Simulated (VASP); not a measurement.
# MgO (P6_3mc) in VASP: settings compared

The runs below take MgO through single point, with PBE, r2SCAN.

Everything below comes from runs of VASP 6.6.1. Logs are shortened: lines on timing, memory, paths and dates and some standing lists are left out, and cuts for length are marked.

**1. The cell of the first run**

Symmetry: P6_3mc, No. 186, hexagonal system. Conventional cell: a = 3.288 Å, b = 3.288 Å, c = 5.034 Å, α = 90.00°, β = 90.00°, γ = 120.00°. Within 2.6 Å of Mg (site symmetry 3m) lie 4 O at 1.97 to 1.99 Å. Within 2.6 Å of O (site symmetry 3m) lie 4 Mg at 1.97 to 1.99 Å.

**2. Single point, PBE**

The input, INCAR:

```
SYSTEM = MgO
  PREC = Accurate
  ENCUT = 520
  EDIFF = 1E-7
  ISMEAR = -1
  SIGMA = 0.02
  LREAL = .FALSE.
  LASPH = .TRUE.
  NELM = 80
  ALGO = Normal
  ISIF = 2
  LWAVE = .FALSE.
  LCHARG = .FALSE.
  GGA = PE
  NBANDS = 16
```

The input, KPOINTS:

```
regular mesh
0
G
  12 12 6
  0 0 0
```

The input, POSCAR:

```
MgO
1.0
    3.2882171868      0.0000000001      0.0000000000
   -1.6441085934      2.8476796169      0.0000000000
    0.0000000000      0.0000000000      5.0343664111
Mg O
2 2
Direct
    0.3333333333      0.6666666667     -0.0098385153
    0.6666666667      0.3333333333      0.4901614847
    0.3333333333      0.6666666667      0.3848385153
    0.6666666667      0.3333333333      0.8848385153
```

Potentials or basis: VASP PAW PBE potentials, release 64 (Mg, O).

Launch:

```console
$ cat potpaw_PBE.64/Mg/POTCAR potpaw_PBE.64/O/POTCAR > POTCAR
$ mpirun -np 1 vasp_std > vasp.out
```

OUTCAR:

```text
SYSTEM = MgO
   PREC = Accurate
   ENCUT = 520
   EDIFF = 1E-7
   ISMEAR = -1
   LREAL = .FALSE.
   LASPH = .TRUE.
   NELM = 80
   ISIF = 2
   GGA = PE

 ion  position               nearest neighbor table
   1  0.333  0.667  0.990-   4 1.97   4 1.97   4 1.97   3 1.99   2 3.15   2 3.15   2 3.15   2 3.15
                             2 3.15   2 3.15
   2  0.667  0.333  0.490-   3 1.97   3 1.97   3 1.97   4 1.99   1 3.15   1 3.15   1 3.15   1 3.15
                             1 3.15   1 3.15
   3  0.333  0.667  0.385-   2 1.97   2 1.97   2 1.97   1 1.99
   4  0.667  0.333  0.885-   1 1.97   1 1.97   1 1.97   2 1.99

  LATTYP: Found a hexagonal cell.
 ALAT       =     3.2882171868
 C/A-ratio  =     1.5310322053

  Lattice vectors:

 A1 = (   3.2882171868,   0.0000000001,   0.0000000000)
 A2 = (  -1.6441085934,   2.8476796169,   0.0000000000)
 A3 = (   0.0000000000,   0.0000000000,   5.0343664111)

Analysis of symmetry for initial positions (statically):
=====================================================================
 Subroutine PRICEL returns:
 Original cell was already a primitive cell.

 Routine SETGRP: Setting up the symmetry group for a
 hexagonal supercell.

 Subroutine GETGRP returns: Found 12 space group operations
 (whereof  6 operations were pure point group operations)
 out of a pool of 24 trial point group operations.

The static configuration has the point symmetry C_3v.
 The point group associated with its full space group is C_6v.

Analysis of symmetry for dynamics (positions and initial velocities):
=====================================================================
 Subroutine PRICEL returns:
 Original cell was already a primitive cell.

 Routine SETGRP: Setting up the symmetry group for a
 hexagonal supercell.

 Subroutine GETGRP returns: Found 12 space group operations
 (whereof  6 operations were pure point group operations)
 out of a pool of 24 trial point group operations.

The dynamic configuration has the point symmetry C_3v.
 The point group associated with its full space group is C_6v.

 Subroutine INISYM returns: Found 12 space group operations
 (whereof  6 operations are pure point group operations),
 and found     1 'primitive' translations

----------------------------------------------------------------------------------------

                                     Primitive cell

  volume of cell :      47.1407

  direct lattice vectors                    reciprocal lattice vectors
     3.288217187  0.000000000  0.000000000     0.304116165  0.175581550  0.000000000
    -1.644108593  2.847679617  0.000000000    -0.000000000  0.351163099  0.000000000
     0.000000000  0.000000000  5.034366411     0.000000000  0.000000000  0.198634727

  length of vectors
     3.288217187  3.288217187  5.034366411     0.351163099  0.351163099  0.198634727

  position of ions in fractional coordinates (direct lattice)
     0.333333333  0.666666667  0.990161485
     0.666666667  0.333333333  0.490161485
     0.333333333  0.666666667  0.384838515
     0.666666667  0.333333333  0.884838515

  ion indices of the primitive-cell ions
   primitive index   ion index
                 1           1
                 2           2
                 3           3
                 4           4

----------------------------------------------------------------------------------------

 KPOINTS: regular mesh

Automatic generation of k-mesh.
 Grid dimensions read from file:
 generate k-points for:   12   12    6

 Generating k-lattice:

  Cartesian coordinates                     Fractional coordinates (reciprocal lattice)
     0.025343014  0.014631796  0.000000000     0.083333333 -0.000000000  0.000000000
    -0.000000000  0.029263592  0.000000000     0.000000000  0.083333333  0.000000000
     0.000000000  0.000000000  0.033105788     0.000000000  0.000000000  0.166666667

  Length of vectors
     0.029263592  0.029263592  0.033105788

  Shift w.r.t. Gamma in fractional coordinates (k-lattice)
     0.000000000  0.000000000  0.000000000

 Subroutine IBZKPT returns following result:
 ===========================================

 Found     76 irreducible k-points:

 Following reciprocal coordinates:
            Coordinates               Weight
  0.000000  0.000000  0.000000      1.000000
  0.083333 -0.000000  0.000000      6.000000
  0.166667  0.000000  0.000000      6.000000
  0.250000  0.000000  0.000000      6.000000
  0.333333  0.000000  0.000000      6.000000
  0.416667 -0.000000  0.000000      6.000000
[... 16 lines left out ...]
  0.250000  0.000000  0.166667     12.000000
  0.333333  0.000000  0.166667     12.000000
 [... further k-points ...]
   k-points           NKPTS =     76   k-points in BZ     NKDIM =     76   number of bands    NBANDS=     16
   number of dos      NEDOS =    301   number of ions     NIONS =      4
   total plane-waves  NPLWV =  23040
   dimension x,y,z NGX =    24 NGY =   24 NGZ =   40
   dimension x,y,z NGXF=    48 NGYF=   48 NGZF=   80
   ions per type =               2   2
   NGX,Y,Z   is equivalent  to a cutoff of  12.13, 12.13, 13.21 a.u.
   NGXF,Y,Z  is equivalent  to a cutoff of  24.27, 24.27, 26.42 a.u.
 SYSTEM =  MgO
   PREC   = accura    normal or accurate (medium, high low for compatibility)
   ISTART =      0    job   : 0-new  1-cont  2-samecut
   ICHARG =      2    charge: 1-file 2-atom 10-const
   ISPIN  =      1    spin polarized calculation?
   LNONCOLLINEAR =      F non collinear calculations
   LSORBIT =      F    spin-orbit coupling
   LASPH  =      T    aspherical Exc in radial PAW
   ENCUT  =  520.0 eV  38.22 Ry    6.18 a.u.   6.11  6.11  9.36*2*pi/ulx,y,z
   NELM   =     80;   NELMIN=  2; NELMDL= -5     # of ELM steps
   EDIFF  = 0.1E-06   stopping-criterion for ELM
   LREAL  =      F    real-space projection
   EDIFFG = 0.1E-05   stopping-criterion for IOM
   NSW    =      0    number of steps for IOM
   IBRION =     -1    ionic relax: 0-MD 1-quasi-New 2-CG
   NFREE  =      0    steps in history (QN), initial steepest desc. (CG)
   ISIF   =      2    stress and relaxation
   ISYM   =      2    0-nonsym 1-usesym 2-fastsym
   POTIM  = 0.5000    time-step for ionic-motion
   TEBEG  =    0.0;   TEEND  =   0.0 temperature during run
   PSTRESS=    0.0 pullay stress
   NELECT =      16.0000    total number of electrons
   NUPDOWN=      -1.0000    fix difference up-down
   EMIN   =  10.00;   EMAX   =-10.00  energy-range for DOS
   EFERMI =   0.00;   METHOD = LEGACY
   ISMEAR =    -1;   SIGMA  =   0.02  broadening in eV -4-tet -1-fermi 0-gaus
   EFERMI_NEDOS =   21; number of points for ismear=-14 and -15
   IALGO  =     38    algorithm
   IMIX   =      4    mixing-type and parameters
     AMIX     =   0.40;   BMIX     =  1.00
     AMIX_MAG =   1.60;   BMIX_MAG =  1.00
  volume/ion in A,a.u.               =      11.79        79.53
  Fermi-wavevector in a.u.,A,eV,Ry     =   1.141956  2.157984 17.742859  1.304063
  Thomas-Fermi vector in A             =   2.278655
   LORBIT       =      0    0 simple, 1 ext, 2 COOP (PROOUT), +10 PAW based schemes
   GGA     = PE    functional components
[... 5 lines left out ...]
 non-spin polarized calculation
  energy-cutoff  :      520.00
  volume of cell :       47.14
 maximum number of plane-waves:      1288
   NGX = 13   NGY = 13   NGZ = 19

 number of electron      16.0000010 magnetization

 Free energy of the ion-electron system (eV)
  ---------------------------------------------------
  ext. energy  EPLUGINS =         0.00000000
  ---------------------------------------------------
  free energy    TOTEN  =       -23.51867132 eV

  energy without entropy =      -23.51867132  energy(sigma->0) =      -23.51867132

 E-fermi :   1.4831     XC(G=0):  -9.7486

 val. band max:        1.0977104218   @ k =   0.0000   0.0000   0.0000
 cond. band min:       4.6376562080   @ k =   0.0000   0.0000   0.0000
 fundamental gap:      3.5399457863
 Fermi energy:         1.4831295844

 k-point     1 :       0.0000    0.0000    0.0000
  band No.  band energies     occupation
      1     -15.1155      2.00000
      2     -14.3291      2.00000
      3      -2.1517      2.00000
      4       0.4205      2.00000
      5       0.4205      2.00000
      6       0.7333      2.00000
[... 8 lines left out ...]
     15      17.7387      0.00000
     16      17.7387      0.00000

 k-point     2 :       0.0833   -0.0000    0.0000
  band No.  band energies     occupation
      1     -15.0802      2.00000
      2     -14.3161      2.00000
      3      -2.0829      2.00000
      4       0.2485      2.00000
      5       0.3724      2.00000
      6       0.4989      2.00000
[... 8 lines left out ...]
     15      17.7487      0.00000
     16      17.9034      0.00000

 k-point     3 :       0.1667    0.0000    0.0000
  band No.  band energies     occupation
      1     -14.9802      2.00000
      2     -14.2830      2.00000
      3      -1.8834      2.00000
      4      -0.2726      2.00000
      5       0.0774      2.00000
      6       0.2574      2.00000
[... 8 lines left out ...]
     15      16.7934      0.00000
     16      17.1146      0.00000

 k-point     4 :       0.2500    0.0000    0.0000
  band No.  band energies     occupation
      1     -14.8337      2.00000
      2     -14.2434      2.00000
      3      -1.5762      2.00000
      4      -0.9119      2.00000
      5      -0.3484      2.00000
      6       0.1218      2.00000
[... 8 lines left out ...]
     15      16.0712      0.00000
     16      16.6535      0.00000

 k-point     5 :       0.3333    0.0000    0.0000
  band No.  band energies     occupation
      1     -14.6699      2.00000
      2     -14.2164      2.00000
      3      -1.4768      2.00000
      4      -1.1845      2.00000
      5      -0.7173      2.00000
      6       0.0003      2.00000
[... 8 lines left out ...]
     15      15.6046      0.00000
     16      16.8884      0.00000

 k-point     6 :       0.4167   -0.0000    0.0000
  band No.  band energies     occupation
      1     -14.5279      2.00000
      2     -14.2156      2.00000
      3      -1.8322      2.00000
      4      -0.9995      2.00000
      5      -0.7851      2.00000
      6      -0.0825      2.00000
[... 8 lines left out ...]
     15      15.3424      0.00000
     16      17.1431      0.00000

 k-point     7 :       0.5000    0.0000    0.0000
  band No.  band energies     occupation
      1     -14.4648      2.00000
      2     -14.2255      2.00000
      3      -1.9579      2.00000
      4      -1.0766      2.00000
      5      -0.6048      2.00000
      6      -0.1117      2.00000
[... 8 lines left out ...]
     15      15.2632      0.00000
     16      17.2354      0.00000

 k-point     8 :       0.0833    0.0833    0.0000
  band No.  band energies     occupation
      1     -15.0126      2.00000
      2     -14.2932      2.00000
      3      -1.9488      2.00000
      4      -0.0185      2.00000
      5       0.0218      2.00000
      6       0.4018      2.00000
[... 8 lines left out ...]
     15      16.9537      0.00000
     16      17.3030      0.00000

 k-point     9 :       0.1667    0.0833    0.0000
  band No.  band energies     occupation
      1     -14.8891      2.00000
      2     -14.2567      2.00000
      3      -1.6946      2.00000
      4      -0.6241      2.00000
      5      -0.2926      2.00000
      6       0.2430      2.00000
[... 8 lines left out ...]
     15      16.1218      0.00000
     16      16.8742      0.00000
[... 172 lines left out ...]
 k-point    19 :       0.3333    0.3333    0.0000
  band No.  band energies     occupation
      1     -14.2976      2.00000
      2     -14.2976      2.00000
      3      -1.6019      2.00000
      4      -0.7982      2.00000
      5      -0.7982      2.00000
      6      -0.1781      2.00000
[... 8 lines left out ...]
     15      14.3645      0.00000
     16      18.1736      0.00000

 k-point    20 :       0.0000    0.0000    0.1667
  band No.  band energies     occupation
      1     -15.0664      2.00000
      2     -14.3857      2.00000
      3      -2.0013      2.00000
      4       0.4407      2.00000
      5       0.4407      2.00000
      6       0.7115      2.00000
[... 8 lines left out ...]
     15      17.2544      0.00000
     16      17.2544      0.00000

 k-point    21 :       0.0833   -0.0000    0.1667
  band No.  band energies     occupation
      1     -15.0323      2.00000
      2     -14.3711      2.00000
      3      -1.9448      2.00000
      4       0.2519      2.00000
      5       0.3705      2.00000
      6       0.3956      2.00000
[... 8 lines left out ...]
     15      17.2328      0.00000
     16      17.2836      0.00000

 k-point    22 :       0.1667    0.0000    0.1667
  band No.  band energies     occupation
      1     -14.9358      2.00000
      2     -14.3323      2.00000
      3      -1.7886      2.00000
      4      -0.3113      2.00000
      5       0.0305      2.00000
      6       0.2872      2.00000
[... 8 lines left out ...]
     15      16.8467      0.00000
     16      16.9511      0.00000

 k-point    23 :       0.2500    0.0000    0.1667
  band No.  band energies     occupation
      1     -14.7953      2.00000
      2     -14.2841      2.00000
      3      -1.5962      2.00000
      4      -0.8918      2.00000
      5      -0.3375      2.00000
      6       0.1580      2.00000
[... 8 lines left out ...]
     15      16.0956      0.00000
     16      16.6573      0.00000

 k-point    24 :       0.3333    0.0000    0.1667
  band No.  band energies     occupation
      1     -14.6393      2.00000
      2     -14.2463      2.00000
      3      -1.6444      2.00000
      4      -1.1766      2.00000
      5      -0.5686      2.00000
      6       0.0413      2.00000
[... 8 lines left out ...]
     15      15.7155      0.00000
     16      16.8403      0.00000

 [... further k-points ...]
[... 5 lines left out ...]
  --------------------------------------------------------------------------------------
  -------------------------------------------------------------------------------------
  Total        1.0455912      1.0455912      1.0279999      0.0000000      0.0000000      0.0000000
  in kB       35.5366146     35.5366146     34.9387362      0.0000000      0.0000000      0.0000000
  external PRESSURE =      35.3373218 kB  Pullay stress =       0.0000000 kB

 VOLUME and BASIS-vectors are now :
 -----------------------------------------------------------------------------
  energy-cutoff  :      520.00
  volume of cell :       47.14
      direct lattice vectors                 reciprocal lattice vectors
     3.288217187  0.000000000  0.000000000     0.304116165  0.175581550  0.000000000
    -1.644108593  2.847679617  0.000000000    -0.000000000  0.351163099  0.000000000
     0.000000000  0.000000000  5.034366411     0.000000000  0.000000000  0.198634727

 POSITION                                       TOTAL-FORCE (eV/Angst)
 -----------------------------------------------------------------------------------
     -0.00000      1.89845      4.98484         0.000000     -0.000000     -0.014736
      1.64411      0.94923      2.46765        -0.000000      0.000000     -0.014736
     -0.00000      1.89845      1.93742         0.000000      0.000000      0.014736
      1.64411      0.94923      4.45460        -0.000000      0.000000      0.014736
 -----------------------------------------------------------------------------------
    total drift:                               -0.000000     -0.000000      0.001180

  FREE ENERGIE OF THE ION-ELECTRON SYSTEM (eV)
  ---------------------------------------------------
  free  energy   TOTEN  =       -23.5186713166 eV

  energy  without entropy=      -23.5186713166  energy(sigma->0) =      -23.51867132
```

Wall time 18 s (1 thread of Intel Xeon 6975P-C (Granite Rapids), shared host); peak memory 0.19 GiB.

What came out:

```yaml
Free_energy: -23.5187 eV
Pressure: 3.5 GPa
Largest_force: 0.015 eV/Å
Band_gap_on_the_k_mesh: 3.54 eV
```

Forces on the atoms (eV/Å):
```
Mg   0.000  0.000 -0.015
Mg   0.000  0.000 -0.015
O    0.000  0.000  0.015
O    0.000  0.000  0.015
```

Caveat: the cell stands under pressure. A k mesh can miss the band edges.

**3. Single point, PBE (strain +3.0%)**

The input, INCAR:

```
PREC = Accurate ; ENCUT = 520
EDIFF = 1E-7 ; ISMEAR = -1
SIGMA = 0.02 ; LREAL = F
LASPH = T ; NELM = 60
ALGO = Normal ; ISIF = 2
LWAVE = F ; LCHARG = F
GGA = PE ; NBANDS = 16
```

The input, KPOINTS:

```
regular mesh
0
Gamma
  12 12 6
```

The input, POSCAR:

```
MgO
1.0
    3.3868637024      0.0000000000      0.0000000000
   -1.6934318512      2.9331100054      0.0000000000
    0.0000000000      0.0000000000      5.1853974035
Mg O
2 2
Direct
    0.3333333333      0.6666666667     -0.0086890121
    0.6666666667      0.3333333333      0.4913109879
    0.3333333333      0.6666666667      0.3836890121
    0.6666666667      0.3333333333      0.8836890121
```

Potentials or basis: VASP PAW PBE potentials, release 64 (Mg, O).

Launch:

```console
$ cat potpaw_PBE.64/Mg/POTCAR potpaw_PBE.64/O/POTCAR > POTCAR
$ mpirun -np 1 vasp_std > vasp.out
```

Run time: 29 s. Hardware: 1 thread of Intel Xeon 6975P-C (Granite Rapids), shared host; peak memory 0.21 GiB.

The run converged. Its results:

| Quantity | Value |
| --- | --- |
| Free energy | -23.4757 eV |
| Pressure | -6.2 GPa |
| Largest force | 0.017 eV/Å |
| Band gap on the k mesh | 3.09 eV |

Forces on the atoms (eV/Å):
```
Mg   0.000  0.000 -0.017
Mg   0.000  0.000 -0.017
O    0.000  0.000  0.017
O    0.000  0.000  0.017
```

Stress tensor (GPa, compression positive):
```
-6.84  0.00  0.00
 0.00 -6.84  0.00
 0.00  0.00 -4.92
```

Levels at points of the mesh, in eV from the valence-band top:
```csv
k point,band 5,band 6,band 7,band 8,band 9,band 10,band 11,band 12
"(0.00, 0.00, 0.00)",-0.61,-0.31,-0.31,0.00,3.09,7.92,9.64,13.65
"(0.50, 0.00, 0.00)",-1.56,-1.11,-0.72,-0.42,7.50,7.67,8.72,10.19
"(0.00, 0.00, 0.50)",-0.46,-0.46,-0.46,-0.46,5.49,5.49,12.45,12.45
"(0.50, 0.00, 0.50)",-0.78,-0.78,-0.63,-0.63,7.07,7.07,10.17,10.17
```

Caveat: the cell differs from its parent crystal (strain +3.0%); the cell stands under tension. A k mesh can miss the band edges.

(Continued in part 2 of 2.)
